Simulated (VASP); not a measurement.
# Hf4N (I4/mmm) in VASP: single point with PBE

Aim: the single point of Hf4N with PBE.

Program: VASP 6.6.1. These are calculated values, not measurements. Logs are shortened: lines on timing, memory, paths and dates and some standing lists are left out, and cuts for length are marked.

## 1. The cell of the first run

The structure is tetragonal, space group I4/mmm (No. 139). Conventional cell: a = 4.493 Å, b = 4.493 Å, c = 9.199 Å, α = 90.00°, β = 90.00°, γ = 90.00°. Within 3.0 Å of Hf (site symmetry mmm) lie 2 N at 2.25 Å. Within 2.9 Å of Hf (site symmetry 4mm) lie 1 N at 2.22 Å. N (site symmetry 4/mmm) has 6 Hf at 2.22 to 2.25 Å within 2.9 Å.

## 2. Single point, PBE

Input file POSCAR:

```
Hf4N
1.0
   -2.2467374140      2.2467374140      4.5996310000
    2.2467374140     -2.2467374140      4.5996310000
    2.2467374140      2.2467374140     -4.5996310000
Hf N
4 1
Direct
    0.0000000000      0.5000000000      0.5000000000
    0.5000000000      0.0000000000      0.5000000000
    0.2413152450      0.2413152450      0.0000000000
    0.7586847550      0.7586847550      0.0000000000
    0.0000000000      0.0000000000      0.0000000000
```

Input file INCAR.step1:

```
PREC = Accurate
ENCUT = 520
EDIFF = 1E-6
ISMEAR = 0
SIGMA = 0.1
LREAL = F
LASPH = T
NELM = 60
ALGO = Normal
ISIF = 2
LWAVE = F
LCHARG = T
LMAXMIX = 4
GGA = PE
NBANDS = 30
```

Input file KPOINTS.step1:

```
regular mesh
0
Gamma
  12 12 12
```

Input file INCAR.step2:

```
PREC = Accurate
ENCUT = 520
EDIFF = 1E-6
ISMEAR = -5
SIGMA = 0.1
LREAL = F
LASPH = T
NELM = 60
ALGO = Normal
ISIF = 2
LWAVE = F
LCHARG = F
LMAXMIX = 4
GGA = PE
LORBIT = 11
NEDOS = 1001
ICHARG = 11
```

Input file KPOINTS.step2:

```
regular mesh
0
Gamma
  18 18 18
```

Potentials or basis: VASP PAW PBE potentials, release 64 (Hf_pv, N).

Run with:

```bash
> cat potpaw_PBE.64/Hf_pv/POTCAR potpaw_PBE.64/N/POTCAR > POTCAR
> cp INCAR.step1 INCAR
> cp KPOINTS.step1 KPOINTS
> mpirun -np 1 vasp_std > vasp.out
> cp INCAR.step2 INCAR
> cp KPOINTS.step2 KPOINTS
> mpirun -np 1 vasp_std > vasp.out
```

OUTCAR:

```text
PREC = Accurate
   ENCUT = 520
   EDIFF = 1E-6
   ISMEAR = -5
   LREAL = F
   LASPH = T
   NELM = 60
   ISIF = 2
   GGA = PE
   LORBIT = 11
   ICHARG = 11

 ion  position               nearest neighbor table
   1  0.000  0.500  0.500-   5 2.25   5 2.25   3 3.16   4 3.16   4 3.16   3 3.16   2 3.18   2 3.18
                             2 3.18   2 3.18   3 3.27   4 3.27   3 3.27   4 3.27
   2  0.500  0.000  0.500-   5 2.25   5 2.25   3 3.16   4 3.16   4 3.16   3 3.16   1 3.18   1 3.18
                             1 3.18   1 3.18   4 3.27   3 3.27   3 3.27   4 3.27
   3  0.241  0.241  0.000-   5 2.22   2 3.16   1 3.16   1 3.16   2 3.16   4 3.18   4 3.18   4 3.18
                             4 3.18   2 3.27   1 3.27   2 3.27   1 3.27
   4  0.759  0.759  0.000-   5 2.22   1 3.16   2 3.16   1 3.16   2 3.16   3 3.18   3 3.18   3 3.18
                             3 3.18   1 3.27   2 3.27   1 3.27   2 3.27
   5  0.000  0.000  0.000-   3 2.22   4 2.22   1 2.25   2 2.25   1 2.25   2 2.25

  LATTYP: Found a body centered tetragonal cell.
 ALAT       =     4.4934748280
 C/A-ratio  =     2.0472490338

  Lattice vectors:

 A1 = (  -2.2467374140,   2.2467374140,   4.5996310000)
 A2 = (   2.2467374140,  -2.2467374140,   4.5996310000)
 A3 = (   2.2467374140,   2.2467374140,  -4.5996310000)

Analysis of symmetry for initial positions (statically):
=====================================================================
 Subroutine PRICEL returns:
 Original cell was already a primitive cell.

 Routine SETGRP: Setting up the symmetry group for a
 body centered tetragonal supercell.

 Subroutine GETGRP returns: Found 16 space group operations
 (whereof 16 operations were pure point group operations)
 out of a pool of 16 trial point group operations.

The static configuration has the point symmetry D_4h.

Analysis of symmetry for dynamics (positions and initial velocities):
=====================================================================
 Subroutine PRICEL returns:
 Original cell was already a primitive cell.

 Routine SETGRP: Setting up the symmetry group for a
 body centered tetragonal supercell.

 Subroutine GETGRP returns: Found 16 space group operations
 (whereof 16 operations were pure point group operations)
 out of a pool of 16 trial point group operations.

The dynamic configuration has the point symmetry D_4h.

 Subroutine INISYM returns: Found 16 space group operations
 (whereof 16 operations are pure point group operations),
 and found     1 'primitive' translations

----------------------------------------------------------------------------------------

                                     Primitive cell

  volume of cell :      92.8726

  direct lattice vectors                    reciprocal lattice vectors
    -2.246737414  2.246737414  4.599631000     0.000000000  0.222544921  0.108704372
     2.246737414 -2.246737414  4.599631000     0.222544921  0.000000000  0.108704372
     2.246737414  2.246737414 -4.599631000     0.222544921  0.222544921  0.000000000

  length of vectors
     5.590372380  5.590372380  5.590372380     0.247674953  0.247674953  0.314726045

  position of ions in fractional coordinates (direct lattice)
     0.000000000  0.500000000  0.500000000
     0.500000000  0.000000000  0.500000000
     0.241315245  0.241315245  0.000000000
     0.758684755  0.758684755  0.000000000
     0.000000000  0.000000000  0.000000000

  ion indices of the primitive-cell ions
   primitive index   ion index
                 1           1
                 2           2
                 3           3
                 4           4
                 5           5

----------------------------------------------------------------------------------------

 KPOINTS: regular mesh

Automatic generation of k-mesh.
 Grid dimensions read from file:
 generate k-points for:   18   18   18

 Generating k-lattice:

  Cartesian coordinates                     Fractional coordinates (reciprocal lattice)
     0.000000000  0.012363607  0.006039132     0.055555556 -0.000000000  0.000000000
     0.012363607  0.000000000  0.006039132    -0.000000000  0.055555556  0.000000000
     0.012363607  0.012363607  0.000000000     0.000000000  0.000000000  0.055555556

  Length of vectors
     0.013759720  0.013759720  0.017484780

  Shift w.r.t. Gamma in fractional coordinates (k-lattice)
     0.000000000  0.000000000  0.000000000

 TETIRR: Found   7414 inequivalent tetrahedra from    34992

 Subroutine IBZKPT returns following result:
 ===========================================

 Found    480 irreducible k-points:

 Following reciprocal coordinates:
            Coordinates               Weight
  0.000000  0.000000  0.000000      1.000000
  0.055556  0.000000 -0.000000      8.000000
  0.111111  0.000000 -0.000000      8.000000
  0.166667  0.000000 -0.000000      8.000000
  0.222222  0.000000  0.000000      8.000000
  0.277778  0.000000 -0.000000      8.000000
[... 16 lines left out ...]
 -0.277778  0.055556  0.000000     16.000000
 -0.222222  0.055556  0.000000     16.000000
 [... further k-points ...]
   k-points           NKPTS =    480   k-points in BZ     NKDIM =    480   number of bands    NBANDS=     27
   number of dos      NEDOS =   1001   number of ions     NIONS =      5
   total plane-waves  NPLWV =  74088
   dimension x,y,z NGX =    42 NGY =   42 NGZ =   42
   dimension x,y,z NGXF=    84 NGYF=   84 NGZF=   84
   ions per type =               4   1
   NGX,Y,Z   is equivalent  to a cutoff of  12.49, 12.49, 12.49 a.u.
   NGXF,Y,Z  is equivalent  to a cutoff of  24.98, 24.98, 24.98 a.u.
 SYSTEM =  unknown system
   PREC   = accura    normal or accurate (medium, high low for compatibility)
   ISTART =      0    job   : 0-new  1-cont  2-samecut
   ICHARG =     11    charge: 1-file 2-atom 10-const
   ISPIN  =      1    spin polarized calculation?
   LNONCOLLINEAR =      F non collinear calculations
   LSORBIT =      F    spin-orbit coupling
   LASPH  =      T    aspherical Exc in radial PAW
   ENCUT  =  520.0 eV  38.22 Ry    6.18 a.u.  10.39 10.39 10.39*2*pi/ulx,y,z
   NELM   =     60;   NELMIN=  2; NELMDL=  0     # of ELM steps
   EDIFF  = 0.1E-05   stopping-criterion for ELM
   LREAL  =      F    real-space projection
   EDIFFG = 0.1E-04   stopping-criterion for IOM
   NSW    =      0    number of steps for IOM
   IBRION =     -1    ionic relax: 0-MD 1-quasi-New 2-CG
   NFREE  =      0    steps in history (QN), initial steepest desc. (CG)
   ISIF   =      2    stress and relaxation
   ISYM   =      2    0-nonsym 1-usesym 2-fastsym
   POTIM  = 0.5000    time-step for ionic-motion
   TEBEG  =    0.0;   TEEND  =   0.0 temperature during run
   PSTRESS=    0.0 pullay stress
   NELECT =      45.0000    total number of electrons
   NUPDOWN=      -1.0000    fix difference up-down
   EMIN   =  10.00;   EMAX   =-10.00  energy-range for DOS
   EFERMI =   0.00;   METHOD = LEGACY
   ISMEAR =    -5;   SIGMA  =   0.10  broadening in eV -4-tet -1-fermi 0-gaus
   EFERMI_NEDOS =   21; number of points for ismear=-14 and -15
   IALGO  =     38    algorithm
   IMIX   =      4    mixing-type and parameters
     AMIX     =   0.40;   BMIX     =  1.00
     AMIX_MAG =   1.60;   BMIX_MAG =  1.00
  volume/ion in A,a.u.               =      18.57       125.35
  Fermi-wavevector in a.u.,A,eV,Ry     =   1.285829  2.429864 22.495268  1.653356
  Thomas-Fermi vector in A             =   2.417940
   LORBIT       =     11    0 simple, 1 ext, 2 COOP (PROOUT), +10 PAW based schemes
   GGA     = PE    functional components
   LHFCALC =     F    Hartree Fock is set to
   AEXX    =    0.0000 exact exchange contribution
   IVDW    =     0    specifies the selected vdW correction
   LEPSILON=     F    determine dielectric tensor
   LRPA    =     F    only Hartree local field effects (RPA)
 non-spin polarized calculation
 Fermi weights with tetrahedron method with Bloechl corrections
  energy-cutoff  :      520.00
  volume of cell :       92.87
 maximum number of plane-waves:      2525
 NGX is ok and might be reduce to    42

 number of electron      45.0000000 magnetization

 Free energy of the ion-electron system (eV)
  ---------------------------------------------------
  ext. energy  EPLUGINS =         0.00000000
  ---------------------------------------------------
  free energy    TOTEN  =       -51.70373663 eV

  energy without entropy =      -51.70373663  energy(sigma->0) =      -51.70373663

 E-fermi :   5.0884     XC(G=0): -11.5095

 val. band max:        5.1459608042   @ k =  -0.4444   0.4444   0.0556
 cond. band min:       5.0521837573   @ k =  -0.1667   0.1667   0.1111
 fundamental gap:     -0.0937770468
 Fermi energy:         5.0883550417

 k-point     1 :       0.0000    0.0000    0.0000
  band No.  band energies     occupation
      1     -25.6636      2.00000
      2     -25.5612      2.00000
      3     -25.5612      2.00000
      4     -25.3653      2.00000
      5     -25.3653      2.00000
      6     -25.2746      2.00000
[... 19 lines left out ...]
     26       6.6245      0.00000
     27       6.6317      0.00000

 k-point     2 :       0.0556    0.0000   -0.0000
  band No.  band energies     occupation
      1     -25.6595      2.00000
      2     -25.5660      2.00000
      3     -25.5600      2.00000
      4     -25.3737      2.00000
      5     -25.3610      2.00000
      6     -25.2625      2.00000
[... 19 lines left out ...]
     26       6.5272      0.00000
     27       6.6873      0.00000

 k-point     3 :       0.1111    0.0000   -0.0000
  band No.  band energies     occupation
      1     -25.6476      2.00000
      2     -25.5780      2.00000
      3     -25.5562      2.00000
      4     -25.3910      2.00000
      5     -25.3484      2.00000
      6     -25.2426      2.00000
[... 594 lines left out ...]
      1     -25.6318      2.00000
      2     -25.5792      2.00000
      3     -25.5050      2.00000
      4     -25.4420      2.00000
      5     -25.3204      2.00000
      6     -25.2714      2.00000
[... 19 lines left out ...]
     26       6.7485      0.00000
     27       7.0211      0.00000

 k-point    24 :      -0.2222    0.0556    0.0000
  band No.  band energies     occupation
      1     -25.6244      2.00000
      2     -25.6035      2.00000
      3     -25.5158      2.00000
      4     -25.4355      2.00000
      5     -25.3011      2.00000
      6     -25.2964      2.00000
[... 19 lines left out ...]
     26       6.6037      0.00000
     27       6.8507      0.00000

 [... further k-points ...]
[... 5 lines left out ...]
  --------------------------------------------------------------------------------------
  -------------------------------------------------------------------------------------
  Total       -0.4698407     -0.4698407     -0.5623245      0.0000000     -0.0000000      0.0000000
  in kB       -8.1053832     -8.1053832     -9.7008538      0.0000000     -0.0000000      0.0000000
  external PRESSURE =      -8.6372068 kB  Pullay stress =       0.0000000 kB

 VOLUME and BASIS-vectors are now :
 -----------------------------------------------------------------------------
  energy-cutoff  :      520.00
  volume of cell :       92.87
      direct lattice vectors                 reciprocal lattice vectors
    -2.246737414  2.246737414  4.599631000     0.000000000  0.222544921  0.108704372
     2.246737414 -2.246737414  4.599631000     0.222544921  0.000000000  0.108704372
     2.246737414  2.246737414 -4.599631000     0.222544921  0.222544921  0.000000000

 POSITION                                       TOTAL-FORCE (eV/Angst)
 -----------------------------------------------------------------------------------
      2.24674      0.00000      0.00000        -0.000000     -0.000000      0.000000
      0.00000      2.24674      0.00000        -0.000000     -0.000000     -0.000000
      0.00000      0.00000      2.21992         0.000000      0.000000     -0.086085
      0.00000      0.00000      6.97934        -0.000000     -0.000000      0.086085
      0.00000      0.00000      0.00000        -0.000000     -0.000000      0.000000
 -----------------------------------------------------------------------------------
    total drift:                                0.000000      0.000000     -0.000000

  FREE ENERGIE OF THE ION-ELECTRON SYSTEM (eV)
  ---------------------------------------------------
  free  energy   TOTEN  =       -51.7037366348 eV

  energy  without entropy=      -51.7037366348  energy(sigma->0) =      -51.70373663

 total charge

# of ion       s       p       d       tot
------------------------------------------
    1        0.345   6.461   1.585   8.391
    2        0.345   6.461   1.585   8.391
    3        0.357   6.437   1.568   8.362
    4        0.357   6.437   1.568   8.362
    5        1.244   2.496   0.000   3.740
--------------------------------------------------
tot          2.649  28.291   6.307  37.247
```

It took 49 min on 1 thread of Intel Xeon 8259CL, shared host; peak memory 1 GiB.

What came out:

```
Valence electrons inside the program's atomic spheres : Hf 8.39, 8.36 (each value once); N 3.74
```

Caveat: spin-orbit coupling is left out, which moves the levels of the heavy elements; tetrahedron occupations give inexact forces and stress in metals.
